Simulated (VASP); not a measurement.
# B (Fm-3m) in VASP: further runs

Runs on B. Level: PBE. Tasks: single point.

Everything below comes from runs of VASP 6.6.1. Logs are shortened: lines on timing, memory, paths and dates and some standing lists are left out, and cuts for length are marked.

## (1) The cell of the first run

Symmetry: Fm-3m, No. 225, cubic system. The conventional cell has a = 2.616 Å, b = 2.616 Å, c = 2.616 Å, α = 90.00°, β = 90.00°, γ = 90.00°. B (site symmetry m-3m) has 12 B at 1.85 Å within 2.5 Å.

## (2) Single point, PBE (volume scaled by 0.76)

Input file INCAR:

```
SYSTEM = B
PREC     = Accurate       ! precision mode
ENCUT    = 520            ! plane-wave cutoff, eV
EDIFF    = 1E-6           ! SCF threshold, eV
ISMEAR   = -1             ! smearing method
SIGMA    = 0.05           ! smearing width, eV
LREAL    = .False.        ! projectors in reciprocal space
LASPH    = .True.         ! aspherical terms in the spheres
NELM     = 80             ! most SCF steps
ALGO     = Normal         ! electronic algorithm
ISIF     = 2              ! what is computed and relaxed
LWAVE    = .False.        ! write WAVECAR
LCHARG   = .True.         ! write CHGCAR
GGA      = PE             ! functional
LELF     = .True.         ! ELF
LVHAR    = .True.       
NBANDS   = 8              ! bands
```

Input file KPOINTS:

```
regular mesh
0
Gamma
  24 24 24
  0 0 0
```

Input file POSCAR:

```
B
1.0
    0.0000000000      1.3077880098      1.3077880098
    1.3077880098      0.0000000000      1.3077880098
    1.3077880098      1.3077880098      0.0000000000
B
1
Direct
    0.0000000000      0.0000000000      0.0000000000
```

Potentials or basis: VASP PAW PBE potentials, release 64 (B).

Launch:

```console
> cat potpaw_PBE.64/B/POTCAR > POTCAR
> mpirun -np 1 vasp_std > vasp.out
```

OUTCAR:

```text
SYSTEM = B
   PREC = Accurate
   ENCUT = 520
   EDIFF = 1E-6
   ISMEAR = -1
   LREAL = .False.
   LASPH = .True.
   NELM = 80
   ISIF = 2
   GGA = PE

 ion  position               nearest neighbor table
   1  0.000  0.000  0.000-

  LATTYP: Found a face centered cubic cell.
 ALAT       =     2.6155760196

  Lattice vectors:

 A1 = (   0.0000000000,   1.3077880098,   1.3077880098)
 A2 = (   1.3077880098,   0.0000000000,   1.3077880098)
 A3 = (   1.3077880098,   1.3077880098,   0.0000000000)

Analysis of symmetry for initial positions (statically):
=====================================================================
 Subroutine PRICEL returns:
 Original cell was already a primitive cell.

 Routine SETGRP: Setting up the symmetry group for a
 face centered cubic supercell.

 Subroutine GETGRP returns: Found 48 space group operations
 (whereof 48 operations were pure point group operations)
 out of a pool of 48 trial point group operations.

The static configuration has the point symmetry O_h .

Analysis of symmetry for dynamics (positions and initial velocities):
=====================================================================
 Subroutine PRICEL returns:
 Original cell was already a primitive cell.

 Routine SETGRP: Setting up the symmetry group for a
 face centered cubic supercell.

 Subroutine GETGRP returns: Found 48 space group operations
 (whereof 48 operations were pure point group operations)
 out of a pool of 48 trial point group operations.

The dynamic configuration has the point symmetry O_h .

 Subroutine INISYM returns: Found 48 space group operations
 (whereof 48 operations are pure point group operations),
 and found     1 'primitive' translations

----------------------------------------------------------------------------------------

                                     Primitive cell

  volume of cell :       4.4734

  direct lattice vectors                    reciprocal lattice vectors
     0.000000000  1.307788010  1.307788010    -0.382324961  0.382324961  0.382324961
     1.307788010  0.000000000  1.307788010     0.382324961 -0.382324961  0.382324961
     1.307788010  1.307788010  0.000000000     0.382324961  0.382324961 -0.382324961

  length of vectors
     1.849491540  1.849491540  1.849491540     0.662206258  0.662206258  0.662206258

  position of ions in fractional coordinates (direct lattice)
     0.000000000  0.000000000  0.000000000

  ion indices of the primitive-cell ions
   primitive index   ion index
                 1           1

[... 65 lines left out ...]
   ISPIN  =      1    spin polarized calculation?
   LNONCOLLINEAR =      F non collinear calculations
   LSORBIT =      F    spin-orbit coupling
   LASPH  =      T    aspherical Exc in radial PAW
   ENCUT  =  520.0 eV  38.22 Ry    6.18 a.u.   3.44  3.44  3.44*2*pi/ulx,y,z
   NELM   =     80;   NELMIN=  2; NELMDL= -5     # of ELM steps
   EDIFF  = 0.1E-05   stopping-criterion for ELM
   LREAL  =      F    real-space projection
   EDIFFG = 0.1E-04   stopping-criterion for IOM
   NSW    =      0    number of steps for IOM
   IBRION =     -1    ionic relax: 0-MD 1-quasi-New 2-CG
   NFREE  =      0    steps in history (QN), initial steepest desc. (CG)
   ISIF   =      2    stress and relaxation
   ISYM   =      2    0-nonsym 1-usesym 2-fastsym
   POTIM  = 0.5000    time-step for ionic-motion
   TEBEG  =    0.0;   TEEND  =   0.0 temperature during run
   PSTRESS=    0.0 pullay stress
   NELECT =       3.0000    total number of electrons
   NUPDOWN=      -1.0000    fix difference up-down
   EMIN   =  10.00;   EMAX   =-10.00  energy-range for DOS
   EFERMI =   0.00;   METHOD = LEGACY
   ISMEAR =    -1;   SIGMA  =   0.05  broadening in eV -4-tet -1-fermi 0-gaus
   EFERMI_NEDOS =   21; number of points for ismear=-14 and -15
   IALGO  =     38    algorithm
   IMIX   =      4    mixing-type and parameters
     AMIX     =   0.40;   BMIX     =  1.00
     AMIX_MAG =   1.60;   BMIX_MAG =  1.00
  volume/ion in A,a.u.               =       4.47        30.19
  Fermi-wavevector in a.u.,A,eV,Ry     =   1.432962  2.707905 27.937918  2.053379
  Thomas-Fermi vector in A             =   2.552532
   LORBIT       =      0    0 simple, 1 ext, 2 COOP (PROOUT), +10 PAW based schemes
   GGA     = PE    functional components
[... 5 lines left out ...]
 non-spin polarized calculation
  energy-cutoff  :      520.00
  volume of cell :        4.47
 maximum number of plane-waves:       129
 NGX is ok and might be reduce to    14
   NGX =  7   NGY =  7   NGZ =  7

 number of electron       3.0000000 magnetization

 Free energy of the ion-electron system (eV)
  ---------------------------------------------------
  ext. energy  EPLUGINS =         0.00000000
  ---------------------------------------------------
  free energy    TOTEN  =        -4.90891100 eV

  energy without entropy =       -4.90750039  energy(sigma->0) =       -4.90820569

 E-fermi :  14.2938     XC(G=0): -14.2175

 val. band max:       14.2864822562   @ k =   0.5000   0.2500   0.1250
 cond. band min:      14.3356280352   @ k =  -0.3750   0.4583   0.1667
 fundamental gap:      0.0491457790
 Fermi energy:        14.2938316954

 k-point     1 :       0.0000    0.0000    0.0000
  band No.  band energies     occupation
      1      -8.4450      2.00000
      2      34.6933      0.00000
      3      34.6933      0.00000
      4      34.6933      0.00000
      5      52.3063      0.00000
      6      52.3063      0.00000
      7      52.3063      0.00000
      8      56.2877      0.00000
[... 243 lines left out ...]
 k-point    24 :       0.4583    0.0417    0.0000
  band No.  band energies     occupation
      1       0.7267      2.00000
      2       9.7070      2.00000
      3      30.4264      0.00000
      4      30.8956      0.00000
      5      46.3471      0.00000
      6      49.2571      0.00000
      7      53.6015      0.00000
      8      56.6101      0.00000

 [... further k-points ...]
[... 5 lines left out ...]
  --------------------------------------------------------------------------------------
  -------------------------------------------------------------------------------------
  Total        3.4449954      3.4449954      3.4449954      0.0000000      0.0000000      0.0000000
  in kB     1233.8352493   1233.8352493   1233.8352493      0.0000000      0.0000000      0.0000000
  external PRESSURE =    1233.8352493 kB  Pullay stress =       0.0000000 kB

 VOLUME and BASIS-vectors are now :
 -----------------------------------------------------------------------------
  energy-cutoff  :      520.00
  volume of cell :        4.47
      direct lattice vectors                 reciprocal lattice vectors
     0.000000000  1.307788010  1.307788010    -0.382324961  0.382324961  0.382324961
     1.307788010  0.000000000  1.307788010     0.382324961 -0.382324961  0.382324961
     1.307788010  1.307788010  0.000000000     0.382324961  0.382324961 -0.382324961

 POSITION                                       TOTAL-FORCE (eV/Angst)
 -----------------------------------------------------------------------------------
      0.00000      0.00000      0.00000         0.000000      0.000000      0.000000
 -----------------------------------------------------------------------------------
    total drift:                                0.000000     -0.000000     -0.000000

  FREE ENERGIE OF THE ION-ELECTRON SYSTEM (eV)
  ---------------------------------------------------
  free  energy   TOTEN  =        -4.9089109972 eV

  energy  without entropy=       -4.9075003913  energy(sigma->0) =       -4.90820569
```

It took 17 s on 1 thread of AMD EPYC 7R13, shared host; peak memory 0.08 GiB.

What came out:

```yaml
Free_energy: -4.9089 eV
Pressure: 123.4 GPa
```

## (3) Single point, PBE (volume scaled by 0.84)

Input file INCAR:

```
SYSTEM = B
PREC = Accurate
ENCUT = 520
EDIFF = 1E-6
ISMEAR = -1
SIGMA = 0.05
LREAL = .FALSE.
LASPH = .TRUE.
NELM = 100
ALGO = Normal
ISIF = 2
LWAVE = .FALSE.
LCHARG = .FALSE.
GGA = PE
NBANDS = 8
```

Input file KPOINTS:

```
regular mesh
0
G
  24 24 24
  0 0 0
```

Input file POSCAR:

```
B
1.0
    0.0000000000      1.3521532485      1.3521532485
    1.3521532485      0.0000000000      1.3521532485
    1.3521532485      1.3521532485      0.0000000000
B
1
Direct
    0.0000000000      0.0000000000      0.0000000000
```

Potentials or basis: VASP PAW PBE potentials, release 64 (B).

Launch:

```console
> cat potpaw_PBE.64/B/POTCAR > POTCAR
> mpirun -np 1 vasp_std > vasp.out
```

OUTCAR:

```text
SYSTEM = B
   PREC = Accurate
   ENCUT = 520
   EDIFF = 1E-6
   ISMEAR = -1
   LREAL = .FALSE.
   LASPH = .TRUE.
   NELM = 100
   ISIF = 2
   GGA = PE

 ion  position               nearest neighbor table
   1  0.000  0.000  0.000-

  LATTYP: Found a face centered cubic cell.
 ALAT       =     2.7043064970

  Lattice vectors:

 A1 = (   0.0000000000,   1.3521532485,   1.3521532485)
 A2 = (   1.3521532485,   0.0000000000,   1.3521532485)
 A3 = (   1.3521532485,   1.3521532485,   0.0000000000)

[... 432 lines left out ...]
  band No.  band energies     occupation
      1       0.3189      2.00000
      2       8.3528      2.00000
      3      27.6815      0.00000
      4      28.0808      0.00000
      5      43.2361      0.00000
      6      45.9031      0.00000
      7      50.0314      0.00000
      8      51.9133      0.00000

 [... further k-points ...]
[... 5 lines left out ...]
  --------------------------------------------------------------------------------------
  -------------------------------------------------------------------------------------
  Total        2.0184316      2.0184316      2.0184316     -0.0000000     -0.0000000     -0.0000000
  in kB      654.0589106    654.0589106    654.0589106     -0.0000000     -0.0000000     -0.0000000
  external PRESSURE =     654.0589106 kB  Pullay stress =       0.0000000 kB

 VOLUME and BASIS-vectors are now :
 -----------------------------------------------------------------------------
  energy-cutoff  :      520.00
  volume of cell :        4.94
      direct lattice vectors                 reciprocal lattice vectors
     0.000000000  1.352153249  1.352153249    -0.369780571  0.369780571  0.369780571
     1.352153249  0.000000000  1.352153249     0.369780571 -0.369780571  0.369780571
     1.352153249  1.352153249  0.000000000     0.369780571  0.369780571 -0.369780571

 POSITION                                       TOTAL-FORCE (eV/Angst)
 -----------------------------------------------------------------------------------
      0.00000      0.00000      0.00000         0.000000      0.000000      0.000000
 -----------------------------------------------------------------------------------
    total drift:                                0.000000     -0.000000     -0.000000

  FREE ENERGIE OF THE ION-ELECTRON SYSTEM (eV)
  ---------------------------------------------------
  free  energy   TOTEN  =        -5.1812008078 eV

  energy  without entropy=       -5.1796011200  energy(sigma->0) =       -5.18040096
```

It took 24 s on 1 thread of AMD EPYC 7R13, shared host; peak memory 0.08 GiB.

What came out:

```yaml
Free_energy: -5.1812 eV
Pressure: 65.4 GPa
```

Levels at points of the mesh, in eV from the Fermi level:
```tsv
k point	band 1	band 2	band 3	band 4	band 5
(0.00, 0.00, 0.00)	-21.39	18.69	18.69	18.69	35.88
(0.50, 0.00, 0.00)	-11.67	-5.80	15.20	15.20	32.17
(0.50, 0.50, 0.00)	-8.42	0.07	6.98	6.98	17.22
```

(Part 1 of 2 ends here.)
